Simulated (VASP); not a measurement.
# CaSe (I4/mmm) in VASP: further runs

The runs below take CaSe through single point, with r2SCAN.

All numbers are computed with VASP 6.6.1; they aren't measurements. Logs are shortened: lines on timing, memory, paths and dates and some standing lists are left out, and cuts for length are marked.

### 1 The cell of the first run

Symmetry: I4/mmm, No. 139, tetragonal system. The conventional cell has a = 4.169 Å, b = 4.169 Å, c = 5.948 Å, α = 90.00°, β = 90.00°, γ = 90.00°. Within 3.9 Å of Ca (site symmetry 4/mmm) lie 6 Se at 2.95 to 2.97 Å. Se (site symmetry 4/mmm) has 6 Ca at 2.95 to 2.97 Å within 3.9 Å.

### 2 Single point, r2SCAN (epitaxial xy strain -0.7%)

Contents of POSCAR:

```
CaSe
1.0
    0.0000000000      2.9479449044      2.9741557283
    2.9479449044      0.0000000000      2.9741557283
    2.9479449044      2.9479449044      0.0000000000
Ca Se
1 1
Direct
    0.0000000000      0.0000000000      0.0000000000
    0.5000000000      0.5000000000      0.5000000000
```

Contents of INCAR.step1:

```
SYSTEM = CaSe
PREC = Accurate
ENCUT = 520
ISMEAR = 0
SIGMA = 0.01
LREAL = .FALSE.
LASPH = .TRUE.
NELM = 80
NBANDS = 15
GGA = PE
ALGO = Normal
EDIFF = 1E-4
LWAVE = .TRUE.
LCHARG = .FALSE.
```

Contents of INCAR.step2:

```
SYSTEM = CaSe
PREC = Accurate
ENCUT = 520
EDIFF = 1E-6
ISMEAR = 0
SIGMA = 0.01
LREAL = .FALSE.
LASPH = .TRUE.
NELM = 80
ALGO = Normal
ISIF = 2
LWAVE = .FALSE.
LCHARG = .TRUE.
METAGGA = R2SCAN
LMIXTAU = .TRUE.
LELF = .TRUE.
LVHAR = .TRUE.
NBANDS = 15
ISTART = 1
```

Contents of KPOINTS:

```
regular mesh
0
G
  8 8 8
  0 0 0
```

Potentials or basis: VASP PAW PBE potentials, release 64 (Ca_sv, Se).

The run is started by

```
cat potpaw_PBE.64/Ca_sv/POTCAR potpaw_PBE.64/Se/POTCAR > POTCAR
cp INCAR.step1 INCAR
mpirun -np 1 vasp_std > vasp.out
cp INCAR.step2 INCAR
mpirun -np 1 vasp_std > vasp.out
```

OUTCAR:

```text
SYSTEM = CaSe
   PREC = Accurate
   ENCUT = 520
   EDIFF = 1E-6
   ISMEAR = 0
   LREAL = .FALSE.
   LASPH = .TRUE.
   NELM = 80
   ISIF = 2
   METAGGA = R2SCAN
   ISTART = 1

 ion  position               nearest neighbor table
   1  0.000  0.000  0.000-   2 2.95   2 2.95   2 2.95   2 2.95   2 2.97   2 2.97
   2  0.500  0.500  0.500-   1 2.95   1 2.95   1 2.95   1 2.95   1 2.97   1 2.97

  LATTYP: Found a body centered tetragonal cell.
 ALAT       =     4.1690236649
 C/A-ratio  =     1.4267876449

  Lattice vectors:

 A1 = (  -2.9479449044,   0.0000000000,   2.9741557283)
 A2 = (   2.9479449044,   0.0000000000,   2.9741557283)
 A3 = (   0.0000000000,   2.9479449044,  -2.9741557283)

Analysis of symmetry for initial positions (statically):
=====================================================================
 Subroutine PRICEL returns:
 Original cell was already a primitive cell.

 Routine SETGRP: Setting up the symmetry group for a
 body centered tetragonal supercell.

 Subroutine GETGRP returns: Found 16 space group operations
 (whereof 16 operations were pure point group operations)
 out of a pool of 16 trial point group operations.

The static configuration has the point symmetry D_4h.

Analysis of symmetry for dynamics (positions and initial velocities):
=====================================================================
 Subroutine PRICEL returns:
 Original cell was already a primitive cell.

 Routine SETGRP: Setting up the symmetry group for a
 body centered tetragonal supercell.

 Subroutine GETGRP returns: Found 16 space group operations
 (whereof 16 operations were pure point group operations)
 out of a pool of 16 trial point group operations.

The dynamic configuration has the point symmetry D_4h.

 Subroutine INISYM returns: Found 16 space group operations
 (whereof 16 operations are pure point group operations),
 and found     1 'primitive' translations

----------------------------------------------------------------------------------------

                                     Primitive cell

  volume of cell :      51.6931

  direct lattice vectors                    reciprocal lattice vectors
     0.000000000  2.947944904  2.974155728    -0.169609683  0.169609683  0.168114936
     2.947944904  0.000000000  2.974155728     0.169609683 -0.169609683  0.168114936
     2.947944904  2.947944904  0.000000000     0.169609683  0.169609683 -0.168114936

  length of vectors
     4.187598531  4.187598531  4.169023665     0.292912138  0.292912138  0.292912138

  position of ions in fractional coordinates (direct lattice)
     0.000000000  0.000000000  0.000000000
     0.500000000  0.500000000  0.500000000

  ion indices of the primitive-cell ions
   primitive index   ion index
                 1           1
                 2           2

----------------------------------------------------------------------------------------

 KPOINTS: regular mesh

Automatic generation of k-mesh.
 Grid dimensions read from file:
 generate k-points for:    8    8    8

 Generating k-lattice:

  Cartesian coordinates                     Fractional coordinates (reciprocal lattice)
    -0.021201210  0.021201210  0.021014367     0.125000000 -0.000000000  0.000000000
     0.021201210 -0.021201210  0.021014367    -0.000000000  0.125000000  0.000000000
     0.021201210  0.021201210 -0.021014367     0.000000000  0.000000000  0.125000000

  Length of vectors
     0.036614017  0.036614017  0.036614017

  Shift w.r.t. Gamma in fractional coordinates (k-lattice)
     0.000000000  0.000000000  0.000000000

 Subroutine IBZKPT returns following result:
 ===========================================

 Found     59 irreducible k-points:

 Following reciprocal coordinates:
            Coordinates               Weight
  0.000000  0.000000  0.000000      1.000000
  0.125000 -0.000000  0.000000      8.000000
  0.250000 -0.000000  0.000000      8.000000
  0.375000 -0.000000  0.000000      8.000000
  0.500000 -0.000000  0.000000      4.000000
  0.125000  0.125000  0.000000      2.000000
[... 16 lines left out ...]
  0.250000 -0.000000  0.125000     16.000000
  0.375000 -0.000000  0.125000     16.000000
 [... further k-points ...]
   k-points           NKPTS =     59   k-points in BZ     NKDIM =     59   number of bands    NBANDS=     15
   number of dos      NEDOS =    301   number of ions     NIONS =      2
   total plane-waves  NPLWV =  32768
   dimension x,y,z NGX =    32 NGY =   32 NGZ =   32
   dimension x,y,z NGXF=    64 NGYF=   64 NGZF=   64
   ions per type =               1   1
   NGX,Y,Z   is equivalent  to a cutoff of  12.70, 12.70, 12.76 a.u.
   NGXF,Y,Z  is equivalent  to a cutoff of  25.41, 25.41, 25.52 a.u.
 SYSTEM =  CaSe
   PREC   = accura    normal or accurate (medium, high low for compatibility)
   ISTART =      1    job   : 0-new  1-cont  2-samecut
   ICHARG =      0    charge: 1-file 2-atom 10-const
   ISPIN  =      1    spin polarized calculation?
   LNONCOLLINEAR =      F non collinear calculations
   LSORBIT =      F    spin-orbit coupling
   LASPH  =      T    aspherical Exc in radial PAW
   ENCUT  =  520.0 eV  38.22 Ry    6.18 a.u.   7.79  7.79  7.75*2*pi/ulx,y,z
   NELM   =     80;   NELMIN=  2; NELMDL=  0     # of ELM steps
   EDIFF  = 0.1E-05   stopping-criterion for ELM
   LREAL  =      F    real-space projection
   EDIFFG = 0.1E-04   stopping-criterion for IOM
   NSW    =      0    number of steps for IOM
   IBRION =     -1    ionic relax: 0-MD 1-quasi-New 2-CG
   NFREE  =      0    steps in history (QN), initial steepest desc. (CG)
   ISIF   =      2    stress and relaxation
   ISYM   =      2    0-nonsym 1-usesym 2-fastsym
   POTIM  = 0.5000    time-step for ionic-motion
   TEBEG  =    0.0;   TEEND  =   0.0 temperature during run
   PSTRESS=    0.0 pullay stress
   NELECT =      16.0000    total number of electrons
   NUPDOWN=      -1.0000    fix difference up-down
   EMIN   =  10.00;   EMAX   =-10.00  energy-range for DOS
   EFERMI =   0.00;   METHOD = LEGACY
   ISMEAR =     0;   SIGMA  =   0.01  broadening in eV -4-tet -1-fermi 0-gaus
   EFERMI_NEDOS =   21; number of points for ismear=-14 and -15
   IALGO  =     38    algorithm
   IMIX   =      4    mixing-type and parameters
     AMIX     =   0.40;   BMIX     =  1.00
     AMIX_MAG =   1.60;   BMIX_MAG =  1.00
  volume/ion in A,a.u.               =      25.85       174.42
  Fermi-wavevector in a.u.,A,eV,Ry     =   1.107399  2.092680 16.685259  1.226332
  Thomas-Fermi vector in A             =   2.243912
   LORBIT       =      0    0 simple, 1 ext, 2 COOP (PROOUT), +10 PAW based schemes
   METAGGA = R2SCAN    functional components
   LHFCALC =     F    Hartree Fock is set to
   AEXX    =    0.0000 exact exchange contribution
   IVDW    =     0    specifies the selected vdW correction
   LEPSILON=     F    determine dielectric tensor
   LRPA    =     F    only Hartree local field effects (RPA)
 non-spin polarized calculation
 Gauss-broadening in eV      SIGMA  =   0.01
  energy-cutoff  :      520.00
  volume of cell :       51.69
 maximum number of plane-waves:      1411
   NGX = 15   NGY = 15   NGZ = 15

 number of electron      15.9999998 magnetization

 Free energy of the ion-electron system (eV)
  ---------------------------------------------------
  ext. energy  EPLUGINS =         0.00000000
  ---------------------------------------------------
  free energy    TOTEN  =       -25.97621803 eV

  energy without entropy =      -25.97621803  energy(sigma->0) =      -25.97621803

 E-fermi :   2.2730     XC(G=0):  -9.5845

 val. band max:        2.1919588664   @ k =   0.0000   0.0000   0.0000
 cond. band min:       4.6793206591   @ k =   0.5000   0.0000   0.5000
 fundamental gap:      2.4873617927
 Fermi energy:         2.2729540781

 k-point     1 :       0.0000    0.0000    0.0000
  band No.  band energies     occupation
      1     -39.1023      2.00000
      2     -19.2158      2.00000
      3     -19.2132      2.00000
      4     -19.2131      2.00000
      5     -10.0078      2.00000
      6       2.1869      2.00000
      7       2.1920      2.00000
      8       2.1920      2.00000
      9       6.3272      0.00000
     10       6.3774      0.00000
     11       6.4367      0.00000
     12       6.4367      0.00000
     13       7.0087      0.00000
     14       7.0316      0.00000
     15      12.6732      0.00000

 k-point     2 :       0.1250   -0.0000    0.0000
  band No.  band energies     occupation
      1     -39.1014      2.00000
      2     -19.2317      2.00000
      3     -19.2160      2.00000
      4     -19.2141      2.00000
      5      -9.9112      2.00000
      6       1.4631      2.00000
      7       1.9554      2.00000
      8       1.9595      2.00000
      9       6.3895      0.00000
     10       6.6217      0.00000
     11       6.6536      0.00000
     12       7.1959      0.00000
     13       7.4274      0.00000
     14       7.4439      0.00000
     15      12.8097      0.00000

 k-point     3 :       0.2500   -0.0000    0.0000
  band No.  band energies     occupation
      1     -39.0990      2.00000
      2     -19.2734      2.00000
      3     -19.2189      2.00000
      4     -19.2163      2.00000
      5      -9.6660      2.00000
      6       0.2235      2.00000
      7       1.4981      2.00000
      8       1.5026      2.00000
      9       6.4948      0.00000
     10       7.1688      0.00000
     11       7.1895      0.00000
     12       8.4107      0.00000
     13       8.4675      0.00000
     14       8.6631      0.00000
     15      12.3276      0.00000

 k-point     4 :       0.3750   -0.0000    0.0000
  band No.  band energies     occupation
      1     -39.0966      2.00000
      2     -19.3144      2.00000
      3     -19.2217      2.00000
      4     -19.2185      2.00000
      5      -9.4001      2.00000
      6      -0.7345      2.00000
      7       1.1309      2.00000
      8       1.1351      2.00000
      9       6.8799      0.00000
     10       7.8906      0.00000
     11       7.8914      0.00000
     12       8.8348      0.00000
     13       9.5592      0.00000
     14       9.6173      0.00000
     15      11.8484      0.00000
[... 307 lines left out ...]
 k-point    22 :       0.1250    0.0000    0.1250
  band No.  band energies     occupation
      1     -39.1010      2.00000
      2     -19.2294      2.00000
      3     -19.2205      2.00000
      4     -19.2182      2.00000
      5      -9.8832      2.00000
      6       1.2365      2.00000
      7       1.9576      2.00000
      8       1.9590      2.00000
      9       6.0847      0.00000
     10       6.7736      0.00000
     11       6.9523      0.00000
     12       7.0034      0.00000
     13       7.1236      0.00000
     14       8.3323      0.00000
     15      12.9846      0.00000

 k-point    23 :       0.2500   -0.0000    0.1250
  band No.  band energies     occupation
      1     -39.0991      2.00000
      2     -19.2600      2.00000
      3     -19.2242      2.00000
      4     -19.2204      2.00000
      5      -9.7021      2.00000
      6       0.4001      2.00000
      7       1.5406      2.00000
      8       1.6390      2.00000
      9       6.0468      0.00000
     10       7.1721      0.00000
     11       7.3534      0.00000
     12       7.7849      0.00000
     13       7.8209      0.00000
     14       9.6178      0.00000
     15      12.5846      0.00000

 k-point    24 :       0.3750   -0.0000    0.1250
  band No.  band energies     occupation
      1     -39.0967      2.00000
      2     -19.2987      2.00000
      3     -19.2271      2.00000
      4     -19.2236      2.00000
      5      -9.4600      2.00000
      6      -0.4303      2.00000
      7       1.0622      2.00000
      8       1.2612      2.00000
      9       6.4003      0.00000
     10       7.8509      0.00000
     11       7.9970      0.00000
     12       8.6392      0.00000
     13       8.7153      0.00000
     14      10.1583      0.00000
     15      11.5942      0.00000

 [... further k-points ...]

------------------------ aborting loop because EDIFF is reached ----------------------------------------

  FORCE on cell =-STRESS in cart. coord.  units (eV):
  Direction    XX          YY          ZZ          XY          YZ          ZX
  --------------------------------------------------------------------------------------
  -------------------------------------------------------------------------------------
  Total        0.3743824      0.3743824      0.0808987      0.0000000     -0.0000000     -0.0000000
  in kB       11.6036232     11.6036232      2.5073774      0.0000000     -0.0000000     -0.0000000
  external PRESSURE =       8.5715413 kB  Pullay stress =       0.0000000 kB

 VOLUME and BASIS-vectors are now :
 -----------------------------------------------------------------------------
  energy-cutoff  :      520.00
  volume of cell :       51.69
      direct lattice vectors                 reciprocal lattice vectors
     0.000000000  2.947944904  2.974155728    -0.169609683  0.169609683  0.168114936
     2.947944904  0.000000000  2.974155728     0.169609683 -0.169609683  0.168114936
     2.947944904  2.947944904  0.000000000     0.169609683  0.169609683 -0.168114936

 POSITION                                       TOTAL-FORCE (eV/Angst)
 -----------------------------------------------------------------------------------
      0.00000      0.00000      0.00000         0.000000     -0.000000      0.000000
      2.94794      2.94794      2.97416        -0.000000      0.000000     -0.000000
 -----------------------------------------------------------------------------------
    total drift:                                0.000000     -0.000000     -0.000000

  FREE ENERGIE OF THE ION-ELECTRON SYSTEM (eV)
  ---------------------------------------------------
  free  energy   TOTEN  =       -25.9762180318 eV

  energy  without entropy=      -25.9762180318  energy(sigma->0) =      -25.97621803
```

It took 78 s on 1 thread of Intel Xeon Platinum 8559C (Emerald Rapids), shared host; peak memory 0.21 GiB.

Results:

```
Free energy            : -25.9762 eV
Pressure               : 0.9 GPa
Band gap on the k mesh : 2.49 eV (least direct gap 3.42 eV)
```

Caveat: the cell differs from its parent crystal (epitaxial xy strain -0.7%); the PAW data sets were made with another functional, which shifts forces and pressure a little.

### 3 Single point, r2SCAN (biaxial xy strain +1.1%)

Contents of POSCAR:

```
CaSe
1.0
    0.0000000000      3.0013604553      2.9675306064
    3.0013604553      0.0000000000      2.9675306064
    3.0013604553      3.0013604553      0.0000000000
Ca Se
1 1
Direct
    0.0000000000      0.0000000000      0.0000000000
    0.5000000000      0.5000000000      0.5000000000
```

Contents of INCAR.step1:

```
SYSTEM = CaSe
PREC = Accurate
ENCUT = 520
ISMEAR = 0
SIGMA = 0.01
LREAL = .False.
LASPH = .True.
NELM = 80
NBANDS = 15
GGA = PE
ALGO = Normal
EDIFF = 1E-4
LWAVE = .True.
LCHARG = .False.
```

Contents of INCAR.step2:

```
SYSTEM = CaSe
PREC = Accurate
ENCUT = 520
EDIFF = 1E-6
ISMEAR = 0
SIGMA = 0.01
LREAL = .False.
LASPH = .True.
NELM = 80
ALGO = Normal
ISIF = 2
LWAVE = .False.
LCHARG = .False.
METAGGA = R2SCAN
LMIXTAU = .True.
NBANDS = 15
ISTART = 1
```

Contents of KPOINTS:

```
Automatic mesh
0
Gamma
  8 8 8
  0 0 0
```

Potentials or basis: VASP PAW PBE potentials, release 64 (Ca_sv, Se).

The run is started by

```
cat potpaw_PBE.64/Ca_sv/POTCAR potpaw_PBE.64/Se/POTCAR > POTCAR
cp INCAR.step1 INCAR
mpirun -np 1 vasp_std > vasp.out
cp INCAR.step2 INCAR
mpirun -np 1 vasp_std > vasp.out
```

Run time: 91 s. Hardware: 1 thread of Intel Xeon Platinum 8559C (Emerald Rapids), shared host; peak memory 0.22 GiB.

Results (log left out):

```yaml
Free_energy: -25.9755 eV
Pressure: -0.9 GPa
Band_gap_on_the_k_mesh: 2.56 eV (least direct gap 3.46 eV)
```

Stress tensor (GPa, compression positive):
```
-1.24  0.00  0.00
 0.00 -1.24  0.00
 0.00  0.00 -0.22
```

Levels at points of the mesh, in eV from the valence-band top:
| k point | band 5 | band 6 | band 7 | band 8 | band 9 | band 10 | band 11 | band 12 |
| --- | --- | --- | --- | --- | --- | --- | --- | --- |
| (0.00, 0.00, 0.00) | -12.08 | 0.00 | 0.00 | 0.00 | 3.94 | 4.21 | 4.21 | 4.28 |
| (0.50, 0.00, 0.00) | -11.42 | -3.16 | -1.13 | -1.12 | 5.06 | 5.99 | 6.02 | 6.04 |
| (0.50, 0.50, 0.00) | -11.51 | -2.44 | -0.95 | -0.95 | 2.56 | 5.57 | 5.65 | 6.54 |
| (0.50, 0.00, 0.50) | -11.52 | -2.47 | -0.92 | -0.89 | 2.57 | 5.53 | 5.68 | 6.52 |

Caveat: the cell differs from its parent crystal (biaxial xy strain +1.1%); the PAW data sets were made with another functional, which shifts forces and pressure a little.

### 4 Single point, r2SCAN (uniaxial x strain +4.2%)

Contents of POSCAR:

```
CaSe
1.0
    0.0000000000      2.9675306064      2.9675306064
    3.0906831265      0.0000000000      2.9675306064
    3.0906831265      2.9675306064      0.0000000000
Ca Se
1 1
Direct
    0.0000000000      0.0000000000      0.0000000000
    0.5000000000      0.5000000000      0.5000000000
```

INCAR.step1 is that of step 3.

INCAR.step2 is that of step 3.

Contents of KPOINTS:

```
regular mesh
0
Gamma
  8 8 8
  0 0 0
```

The run is started by

```
cat potpaw_PBE.64/Ca_sv/POTCAR potpaw_PBE.64/Se/POTCAR > POTCAR
cp INCAR.step1 INCAR
mpirun -np 1 vasp_std > vasp.out
cp INCAR.step2 INCAR
mpirun -np 1 vasp_std > vasp.out
```

Run time: 98 s. Hardware: 1 thread of Intel Xeon Platinum 8559C (Emerald Rapids), shared host; peak memory 0.21 GiB.

It converged, with:

- Free energy: -25.9546 eV
- Pressure: -1.6 GPa
- Band gap on the k mesh: 2.60 eV (least direct gap 3.43 eV)

Stress tensor (GPa, compression positive):
```
-3.59  0.00  0.00
 0.00 -0.55  0.00
 0.00  0.00 -0.55
```

Levels at points of the mesh, in eV from the valence-band top:
```
           k point  band 6  band 7  band 8  band 9  band 10  band 11
(0.00, 0.00, 0.00)   -0.01    0.00    0.00    3.77     4.07     4.33
(0.50, 0.00, 0.00)   -3.09   -1.10   -1.09    5.02     5.95     5.95
(0.50, 0.50, 0.00)   -2.38   -1.00   -0.89    2.60     5.42     5.70
(0.00, 0.50, 0.50)   -2.48   -0.81   -0.81    2.62     5.47     5.64
```

Caveat: the cell differs from its parent crystal (uniaxial x strain +4.2%); the PAW data sets were made with another functional, which shifts forces and pressure a little. A k mesh can miss the band edges.

### 5 Overview

```tsv
cell	gap on the mesh (eV)	pressure (GPa)
a = 4.188, b = 4.188, c = 4.169 Å, angles 60.1, 60.1, 59.7°, 2 atoms	2.49	0.9
a = 4.221, b = 4.221, c = 4.245 Å, angles 59.8, 59.8, 60.4°, 2 atoms	2.56	-0.9
a = 4.197, b = 4.285, c = 4.285 Å, angles 58.6, 60.7, 60.7°, 2 atoms	2.60	-1.6
```

Alike in all rows: task single point; level r2SCAN; potentials or basis VASP PAW PBE potentials, release 64 (Ca_sv, Se); no spin polarisation; k mesh 8 × 8 × 8; cutoff (eV) 520; smearing gaussian 0.01 eV.

Caveats: the PAW data sets were made with another functional, which shifts forces and pressure a little.

Absolute energies hang on the potentials; compare differences alone.
